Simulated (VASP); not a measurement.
# Ga (P6_3/mmc) in VASP: further runs

Ga is run at these levels: PBE; tasks: single point.

Program: VASP 6.6.1. These are calculated values, not measurements. Logs are shortened: lines on timing, memory, paths and dates and some standing lists are left out, and cuts for length are marked.

### Step 1. The cell of the first run

Symmetry: P6_3/mmc, No. 194, hexagonal system. Conventional cell: a = 2.951 Å, b = 2.951 Å, c = 4.658 Å, α = 90.00°, β = 90.00°, γ = 120.00°. Ga (site symmetry -6m2) has 12 Ga at 2.89 to 2.95 Å within 3.8 Å.

### Step 2. Single point, PBE (volume scaled by 0.92)

File INCAR:

```
SYSTEM = Ga
PREC = Accurate
ENCUT = 500
EDIFF = 1E-6
ISMEAR = -1
SIGMA = 0.1
LREAL = .False.
LASPH = .True.
NELM = 120
ALGO = Normal
ISIF = 2
LWAVE = .False.
LCHARG = .False.
GGA = PE
NBANDS = 20
GGA_COMPAT = .False.
```

File KPOINTS:

```
regular mesh
0
Gamma
  13 13 8
  0 0 0
```

File POSCAR:

```
Ga
1.0
    2.9507286791      0.0000000000      0.0000000000
   -1.4753643396      2.5554059957      0.0000000000
    0.0000000000      0.0000000000      4.6575374081
Ga
2
Direct
    0.3333333333      0.6666666667      0.2500000000
    0.6666666667      0.3333333333      0.7500000000
```

Potentials or basis: VASP PAW PBE potentials, release 64 (Ga_d).

Command:

```console
$ cat potpaw_PBE.64/Ga_d/POTCAR > POTCAR
$ mpirun -np 1 vasp_std > vasp.out
```

OUTCAR:

```text
SYSTEM = Ga
   PREC = Accurate
   ENCUT = 500
   EDIFF = 1E-6
   ISMEAR = -1
   LREAL = .False.
   LASPH = .True.
   NELM = 120
   ISIF = 2
   GGA = PE

 ion  position               nearest neighbor table
   1  0.333  0.667  0.250-   2 2.89   2 2.89   2 2.89   2 2.89   2 2.89   2 2.89
   2  0.667  0.333  0.750-   1 2.89   1 2.89   1 2.89   1 2.89   1 2.89   1 2.89

  LATTYP: Found a hexagonal cell.
 ALAT       =     2.9507286791
 C/A-ratio  =     1.5784363507

  Lattice vectors:

 A1 = (   2.9507286791,   0.0000000000,   0.0000000000)
 A2 = (  -1.4753643396,   2.5554059957,   0.0000000000)
 A3 = (   0.0000000000,   0.0000000000,   4.6575374081)

Analysis of symmetry for initial positions (statically):
=====================================================================
 Subroutine PRICEL returns:
 Original cell was already a primitive cell.

 Routine SETGRP: Setting up the symmetry group for a
 hexagonal supercell.

 Subroutine GETGRP returns: Found 24 space group operations
 (whereof 12 operations were pure point group operations)
 out of a pool of 24 trial point group operations.

The static configuration has the point symmetry D_3d.
 The point group associated with its full space group is D_6h.

Analysis of symmetry for dynamics (positions and initial velocities):
=====================================================================
 Subroutine PRICEL returns:
 Original cell was already a primitive cell.

 Routine SETGRP: Setting up the symmetry group for a
 hexagonal supercell.

 Subroutine GETGRP returns: Found 24 space group operations
 (whereof 12 operations were pure point group operations)
 out of a pool of 24 trial point group operations.

The dynamic configuration has the point symmetry D_3d.
 The point group associated with its full space group is D_6h.

 Subroutine INISYM returns: Found 24 space group operations
 (whereof 12 operations are pure point group operations),
 and found     1 'primitive' translations

----------------------------------------------------------------------------------------

                                     Primitive cell

  volume of cell :      35.1193

  direct lattice vectors                    reciprocal lattice vectors
     2.950728679  0.000000000  0.000000000     0.338899339  0.195663625  0.000000000
    -1.475364340  2.555405996  0.000000000     0.000000000  0.391327250  0.000000000
     0.000000000  0.000000000  4.657537408     0.000000000  0.000000000  0.214705737

  length of vectors
     2.950728679  2.950728679  4.657537408     0.391327250  0.391327250  0.214705737

  position of ions in fractional coordinates (direct lattice)
     0.333333333  0.666666667  0.250000000
     0.666666667  0.333333333  0.750000000

  ion indices of the primitive-cell ions
   primitive index   ion index
                 1           1
                 2           2

----------------------------------------------------------------------------------------

 KPOINTS: regular mesh

Automatic generation of k-mesh.
 Grid dimensions read from file:
 generate k-points for:   13   13    8

 Generating k-lattice:

  Cartesian coordinates                     Fractional coordinates (reciprocal lattice)
     0.026069180  0.015051048  0.000000000     0.076923077  0.000000000  0.000000000
     0.000000000  0.030102096  0.000000000     0.000000000  0.076923077  0.000000000
     0.000000000  0.000000000  0.026838217     0.000000000  0.000000000  0.125000000

  Length of vectors
     0.030102096  0.030102096  0.026838217

  Shift w.r.t. Gamma in fractional coordinates (k-lattice)
     0.000000000  0.000000000  0.000000000

 Subroutine IBZKPT returns following result:
 ===========================================

 Found    105 irreducible k-points:

 Following reciprocal coordinates:
            Coordinates               Weight
  0.000000  0.000000  0.000000      1.000000
  0.076923  0.000000  0.000000      6.000000
  0.153846  0.000000  0.000000      6.000000
  0.230769  0.000000  0.000000      6.000000
  0.307692  0.000000  0.000000      6.000000
  0.384615  0.000000  0.000000      6.000000
[... 16 lines left out ...]
  0.076923  0.000000  0.125000     12.000000
  0.153846  0.000000  0.125000     12.000000
 [... further k-points ...]
   k-points           NKPTS =    105   k-points in BZ     NKDIM =    105   number of bands    NBANDS=     20
   number of dos      NEDOS =    301   number of ions     NIONS =      2
   total plane-waves  NPLWV =  20736
   dimension x,y,z NGX =    24 NGY =   24 NGZ =   36
   dimension x,y,z NGXF=    48 NGYF=   48 NGZF=   72
   ions per type =               2
   NGX,Y,Z   is equivalent  to a cutoff of  13.52, 13.52, 12.85 a.u.
   NGXF,Y,Z  is equivalent  to a cutoff of  27.04, 27.04, 25.70 a.u.
 SYSTEM =  Ga
   PREC   = accura    normal or accurate (medium, high low for compatibility)
   ISTART =      0    job   : 0-new  1-cont  2-samecut
   ICHARG =      2    charge: 1-file 2-atom 10-const
   ISPIN  =      1    spin polarized calculation?
   LNONCOLLINEAR =      F non collinear calculations
   LSORBIT =      F    spin-orbit coupling
   LASPH  =      T    aspherical Exc in radial PAW
   ENCUT  =  500.0 eV  36.75 Ry    6.06 a.u.   5.38  5.38  8.49*2*pi/ulx,y,z
   NELM   =    120;   NELMIN=  2; NELMDL= -5     # of ELM steps
   EDIFF  = 0.1E-05   stopping-criterion for ELM
   LREAL  =      F    real-space projection
   EDIFFG = 0.1E-04   stopping-criterion for IOM
   NSW    =      0    number of steps for IOM
   IBRION =     -1    ionic relax: 0-MD 1-quasi-New 2-CG
   NFREE  =      0    steps in history (QN), initial steepest desc. (CG)
   ISIF   =      2    stress and relaxation
   ISYM   =      2    0-nonsym 1-usesym 2-fastsym
   POTIM  = 0.5000    time-step for ionic-motion
   TEBEG  =    0.0;   TEEND  =   0.0 temperature during run
   PSTRESS=    0.0 pullay stress
   NELECT =      26.0000    total number of electrons
   NUPDOWN=      -1.0000    fix difference up-down
   EMIN   =  10.00;   EMAX   =-10.00  energy-range for DOS
   EFERMI =   0.00;   METHOD = LEGACY
   ISMEAR =    -1;   SIGMA  =   0.10  broadening in eV -4-tet -1-fermi 0-gaus
   EFERMI_NEDOS =   21; number of points for ismear=-14 and -15
   IALGO  =     38    algorithm
   IMIX   =      4    mixing-type and parameters
     AMIX     =   0.40;   BMIX     =  1.00
     AMIX_MAG =   1.60;   BMIX_MAG =  1.00
  volume/ion in A,a.u.               =      17.56       118.50
  Fermi-wavevector in a.u.,A,eV,Ry     =   1.480985  2.798657 29.841898  2.193318
  Thomas-Fermi vector in A             =   2.594952
   LORBIT       =      0    0 simple, 1 ext, 2 COOP (PROOUT), +10 PAW based schemes
   GGA     = PE    functional components
   LHFCALC =     F    Hartree Fock is set to
   AEXX    =    0.0000 exact exchange contribution
   IVDW    =     0    specifies the selected vdW correction
   LEPSILON=     F    determine dielectric tensor
   LRPA    =     F    only Hartree local field effects (RPA)
 non-spin polarized calculation
  energy-cutoff  :      500.00
  volume of cell :       35.12
 maximum number of plane-waves:       911
 NGX is ok and might be reduce to    24
   NGX = 11   NGY = 11   NGZ = 17

 number of electron      26.0000012 magnetization

 Free energy of the ion-electron system (eV)
  ---------------------------------------------------
  ext. energy  EPLUGINS =         0.00000000
  ---------------------------------------------------
  free energy    TOTEN  =        -5.72341653 eV

  energy without entropy =       -5.70115541  energy(sigma->0) =       -5.71228597

 E-fermi :   6.2863     XC(G=0): -11.3829

 val. band max:        6.2816472597   @ k =   0.2308   0.2308   0.3750
 cond. band min:       6.3244104853   @ k =   0.0769   0.0769   0.2500
 fundamental gap:      0.0427632256
 Fermi energy:         6.2863301310

 k-point     1 :       0.0000    0.0000    0.0000
  band No.  band energies     occupation
      1      -8.8228      2.00000
      2      -8.7004      2.00000
      3      -8.7004      2.00000
      4      -8.6978      2.00000
      5      -8.6699      2.00000
      6      -8.6699      2.00000
[... 12 lines left out ...]
     19      20.3408      0.00000
     20      20.4825      0.00000

 k-point     2 :       0.0769    0.0000    0.0000
  band No.  band energies     occupation
      1      -8.8143      2.00000
      2      -8.7206      2.00000
      3      -8.6874      2.00000
      4      -8.6758      2.00000
      5      -8.6693      2.00000
      6      -8.6580      2.00000
[... 12 lines left out ...]
     19      20.4963      0.00000
     20      21.2301      0.00000

 k-point     3 :       0.1538    0.0000    0.0000
  band No.  band energies     occupation
      1      -8.8055      2.00000
      2      -8.7319      2.00000
      3      -8.6742      2.00000
      4      -8.6731      2.00000
      5      -8.6650      2.00000
      6      -8.6513      2.00000
[... 12 lines left out ...]
     19      19.0255      0.00000
     20      21.9539      0.00000

 k-point     4 :       0.2308    0.0000    0.0000
  band No.  band energies     occupation
      1      -8.8255      2.00000
      2      -8.7260      2.00000
      3      -8.7114      2.00000
      4      -8.6862      2.00000
      5      -8.6682      2.00000
      6      -8.6003      2.00000
[... 12 lines left out ...]
     19      18.3873      0.00000
     20      21.0975      0.00000

 k-point     5 :       0.3077    0.0000    0.0000
  band No.  band energies     occupation
      1      -8.8583      2.00000
      2      -8.7577      2.00000
      3      -8.7355      2.00000
      4      -8.7072      2.00000
      5      -8.6414      2.00000
      6      -8.5767      2.00000
[... 12 lines left out ...]
     19      17.6414      0.00000
     20      20.3657      0.00000
[... 353 lines left out ...]
      6      -8.6335      2.00000
[... 12 lines left out ...]
     19      13.0947      0.00000
     20      24.8544      0.00000

 k-point    22 :       0.0000    0.0000    0.1250
  band No.  band energies     occupation
      1      -8.8164      2.00000
      2      -8.7103      2.00000
      3      -8.7103      2.00000
      4      -8.6999      2.00000
      5      -8.6752      2.00000
      6      -8.6752      2.00000
[... 12 lines left out ...]
     19      20.3513      0.00000
     20      20.8059      0.00000

 k-point    23 :       0.0769    0.0000    0.1250
  band No.  band energies     occupation
      1      -8.8084      2.00000
      2      -8.7222      2.00000
      3      -8.6998      2.00000
      4      -8.6910      2.00000
      5      -8.6756      2.00000
      6      -8.6634      2.00000
[... 12 lines left out ...]
     19      20.1443      0.00000
     20      21.2527      0.00000

 k-point    24 :       0.1538    0.0000    0.1250
  band No.  band energies     occupation
      1      -8.8015      2.00000
      2      -8.7296      2.00000
      3      -8.6929      2.00000
      4      -8.6802      2.00000
      5      -8.6782      2.00000
      6      -8.6308      2.00000
[... 12 lines left out ...]
     19      18.9447      0.00000
     20      21.5137      0.00000

 [... further k-points ...]

------------------------ aborting loop because EDIFF is reached ----------------------------------------

  FORCE on cell =-STRESS in cart. coord.  units (eV):
  Direction    XX          YY          ZZ          XY          YZ          ZX
  --------------------------------------------------------------------------------------
  -------------------------------------------------------------------------------------
  Total        1.0956114      1.0956114      1.0940451     -0.0000000      0.0000000      0.0000000
  in kB       49.9829170     49.9829170     49.9114595     -0.0000000      0.0000000      0.0000000
  external PRESSURE =      49.9590978 kB  Pullay stress =       0.0000000 kB

 VOLUME and BASIS-vectors are now :
 -----------------------------------------------------------------------------
  energy-cutoff  :      500.00
  volume of cell :       35.12
      direct lattice vectors                 reciprocal lattice vectors
     2.950728679  0.000000000  0.000000000     0.338899339  0.195663625  0.000000000
    -1.475364340  2.555405996  0.000000000     0.000000000  0.391327250  0.000000000
     0.000000000  0.000000000  4.657537408     0.000000000  0.000000000  0.214705737

 POSITION                                       TOTAL-FORCE (eV/Angst)
 -----------------------------------------------------------------------------------
     -0.00000      1.70360      1.16438        -0.000000     -0.000000      0.000000
      1.47536      0.85180      3.49315         0.000000      0.000000      0.000000
 -----------------------------------------------------------------------------------
    total drift:                               -0.000000      0.000000      0.000000

  FREE ENERGIE OF THE ION-ELECTRON SYSTEM (eV)
  ---------------------------------------------------
  free  energy   TOTEN  =        -5.7234165282 eV

  energy  without entropy=       -5.7011554094  energy(sigma->0) =       -5.71228597
```

Wall time 19 s (1 thread of Intel Xeon 6975P-C (Granite Rapids), shared host); peak memory 0.18 GiB.

Results:

```
Free energy            : -5.7234 eV
Pressure               : 5.0 GPa
Band gap on the k mesh : zero (band 13 reaches 11.28 eV, above the bottom of band 14 at 2.99 eV)
```

Caveat: the cell differs from its parent crystal (volume scaled by 0.92).

### Step 3. Single point, PBE (volume scaled by 0.96)

INCAR is that of step 2.

File KPOINTS:

```
Automatic mesh
0
Gamma
  13 13 8
  0 0 0
```

File POSCAR:

```
Ga
1.0
    2.9928876418      0.0000000000      0.0000000000
   -1.4964438209      2.5919167285      0.0000000000
    0.0000000000      0.0000000000      4.7240826474
Ga
2
Direct
    0.3333333333      0.6666666667      0.2500000000
    0.6666666667      0.3333333333      0.7500000000
```

Potentials or basis: VASP PAW PBE potentials, release 64 (Ga_d).

Command:

```console
$ cat potpaw_PBE.64/Ga_d/POTCAR > POTCAR
$ mpirun -np 1 vasp_std > vasp.out
```

It took 19 s on 1 thread of Intel Xeon 6975P-C (Granite Rapids), shared host; peak memory 0.19 GiB.

The run converged. Its results:

| Quantity | Value |
| --- | --- |
| Free energy | -5.7576 eV |
| Pressure | 2.3 GPa |
| Band gap on the k mesh | zero (band 13 reaches 10.65 eV, above the bottom of band 14 at 2.71 eV) |

Stress tensor (GPa, compression positive):
```
2.33 0.00 0.00
0.00 2.33 0.00
0.00 0.00 2.12
```

Levels at points of the mesh, in eV from the Fermi level:
```tsv
k point	band 11	band 12	band 13	band 14	band 15	band 16
(0.00, 0.00, 0.00)	-11.30	-4.57	-3.98	9.38	9.38	11.47
(0.00, 0.00, 0.50)	-9.56	-9.56	4.30	4.30	10.68	10.68
```

Caveat: the cell differs from its parent crystal (volume scaled by 0.96).

### Step 4. Single point, PBE

This run uses another cell than the first one, of 19.09 Å³/atom, 1.087 times its volume.

File INCAR:

```
SYSTEM = Ga
PREC = Accurate
ENCUT = 500
EDIFF = 1E-6
ISMEAR = -1
SIGMA = 0.1
LREAL = .FALSE.
LASPH = .TRUE.
NELM = 120
ALGO = Normal
ISIF = 2
LWAVE = .FALSE.
LCHARG = .FALSE.
GGA = PE
NBANDS = 20
GGA_COMPAT = .FALSE.
```

File KPOINTS:

```
Automatic mesh
0
G
  13 13 8
  0 0 0
```

File POSCAR:

```
Ga
1.0
    3.0338911979      0.0000000000      0.0000000000
   -1.5169455990      2.6274268497      0.0000000000
    0.0000000000      0.0000000000      4.7888041509
Ga
2
Direct
    0.3333333333      0.6666666667      0.2500000000
    0.6666666667      0.3333333333      0.7500000000
```

Command:

```console
$ cat potpaw_PBE.64/Ga_d/POTCAR > POTCAR
$ mpirun -np 1 vasp_std > vasp.out
```

Run time: 19 s. Hardware: 1 thread of Intel Xeon 6975P-C (Granite Rapids), shared host; peak memory 0.19 GiB.

Results (log left out):

| Item | Value |
| --- | --- |
| Free energy | -5.7687 eV |
| Pressure | 0.1 GPa |
| Band gap on the k mesh | zero (band 13 reaches 10.07 eV, above the bottom of band 14 at 2.46 eV) |

Stress tensor (GPa, compression positive):
```
 0.21  0.00  0.00
 0.00  0.21  0.00
 0.00  0.00 -0.08
```

Levels at points of the mesh, in eV from the Fermi level:
```
           k point  band 10  band 11  band 12  band 13  band 14  band 15  band 16  band 17
(0.00, 0.00, 0.00)   -14.70   -10.98    -4.55    -3.78     9.06     9.06    11.11    11.11
(0.00, 0.00, 0.50)   -14.75    -9.30    -9.30     4.17     4.17    10.31    10.31    10.31
```

### Step 5. Single point, PBE (volume scaled by 1.04)

File INCAR:

```
SYSTEM = Ga
PREC = Accurate
ENCUT = 500
EDIFF = 1E-6
ISMEAR = -1
SIGMA = 0.1
LREAL = .False.
LASPH = .True.
NELM = 120
ALGO = Normal
ISIF = 2
LWAVE = .False.
LCHARG = .True.
GGA = PE
LELF = .True.
LVHAR = .True.
NBANDS = 20
GGA_COMPAT = .False.
```

File KPOINTS:

```
Automatic mesh
0
Gamma
  13 13 8
  0 0 0
```

File POSCAR:

```
Ga
1.0
    3.0738153974      0.0000000000      0.0000000000
   -1.5369076987      2.6620022206      0.0000000000
    0.0000000000      0.0000000000      4.8518219585
Ga
2
Direct
    0.3333333333      0.6666666667      0.2500000000
    0.6666666667      0.3333333333      0.7500000000
```

Command:

```console
$ cat potpaw_PBE.64/Ga_d/POTCAR > POTCAR
$ mpirun -np 1 vasp_std > vasp.out
```

Run time: 21 s. Hardware: 1 thread of Intel Xeon 6975P-C (Granite Rapids), shared host; peak memory 0.19 GiB.

Results (log left out):

```
Free energy            : -5.7615 eV
Pressure               : -1.6 GPa
Band gap on the k mesh : zero (band 13 reaches 9.53 eV, above the bottom of band 14 at 2.24 eV)
```

Stress tensor (GPa, compression positive):
```
-1.47  0.00  0.00
 0.00 -1.47  0.00
 0.00  0.00 -1.77
```

Levels at points of the mesh, in eV from the Fermi level:
```csv
k point,band 9,band 10,band 11,band 12,band 13,band 14,band 15,band 16,band 17,band 18
"(0.00, 0.00, 0.00)",-14.69,-14.69,-10.69,-4.53,-3.60,8.77,8.77,10.77,10.77,12.51
"(0.00, 0.00, 0.50)",-14.73,-14.73,-9.05,-9.05,4.04,4.04,9.96,9.96,9.96,9.96
```

Caveat: the cell differs from its parent crystal (volume scaled by 1.04).

### Step 6. Single point, PBE (volume scaled by 1.08)

File INCAR:

```
SYSTEM = Ga
  ALGO = Normal
  EDIFF = 1E-6
  ENCUT = 500
  GGA = PE
  GGA_COMPAT = .False.
  ISIF = 2
  ISMEAR = -1
  LASPH = .True.
  LCHARG = .False.
  LREAL = .False.
  LWAVE = .False.
  NBANDS = 20
  NELM = 120
  PREC = Accurate
  SIGMA = 0.1
```

File KPOINTS:

```
k-points
0
Gamma
  13 13 8
  0 0 0
```

File POSCAR:

```
Ga
1.0
    3.1127285840      0.0000000000      0.0000000000
   -1.5563642920      2.6957020288      0.0000000000
    0.0000000000      0.0000000000      4.9132439468
Ga
2
Direct
    0.3333333333      0.6666666667      0.2500000000
    0.6666666667      0.3333333333      0.7500000000
```

Potentials or basis: VASP PAW PBE potentials, release 64 (Ga_d).

Command:

```console
$ cat potpaw_PBE.64/Ga_d/POTCAR > POTCAR
$ mpirun -np 1 vasp_std > vasp.out
```

It took 22 s on 1 thread of Intel Xeon 6975P-C (Granite Rapids), shared host; peak memory 0.19 GiB.

It converged, with:

| Property | Result |
| --- | --- |
| Free energy | -5.7400 eV |
| Pressure | -2.9 GPa |
| Band gap on the k mesh | zero (band 13 reaches 9.04 eV, above the bottom of band 14 at 2.04 eV) |

Stress tensor (GPa, compression positive):
```
-2.81  0.00  0.00
 0.00 -2.81  0.00
 0.00  0.00 -3.07
```

Levels at points of the mesh, in eV from the Fermi level:
```
           k point  band 11  band 12  band 13  band 14  band 15  band 16
(0.00, 0.00, 0.00)   -10.41    -4.51    -3.43     8.50     8.50    10.44
(0.00, 0.00, 0.50)    -8.83    -8.83     3.91     3.91     9.63     9.63
```

Caveat: the cell differs from its parent crystal (volume scaled by 1.08).

### Step 7. Overview

| cell | gap on the mesh (eV) | pressure (GPa) |
| --- | --- | --- |
| a = 2.951, b = 2.951, c = 4.658 Å, angles 90.0, 90.0, 120.0°, 2 atoms | none | 5.0 |
| a = 2.993, b = 2.993, c = 4.724 Å, angles 90.0, 90.0, 120.0°, 2 atoms | none | 2.3 |
| a = 3.034, b = 3.034, c = 4.789 Å, angles 90.0, 90.0, 120.0°, 2 atoms | none | 0.1 |
| a = 3.074, b = 3.074, c = 4.852 Å, angles 90.0, 90.0, 120.0°, 2 atoms | none | -1.6 |
| a = 3.113, b = 3.113, c = 4.913 Å, angles 90.0, 90.0, 120.0°, 2 atoms | none | -2.9 |

Alike in all rows: task single point; level PBE; potentials or basis VASP PAW PBE potentials, release 64 (Ga_d); no spin polarisation; k mesh 13 × 13 × 8; cutoff (eV) 500; smearing fermi-dirac 0.1 eV.

Total energies depend on the potentials used, so only differences within one code and one set of settings carry meaning.
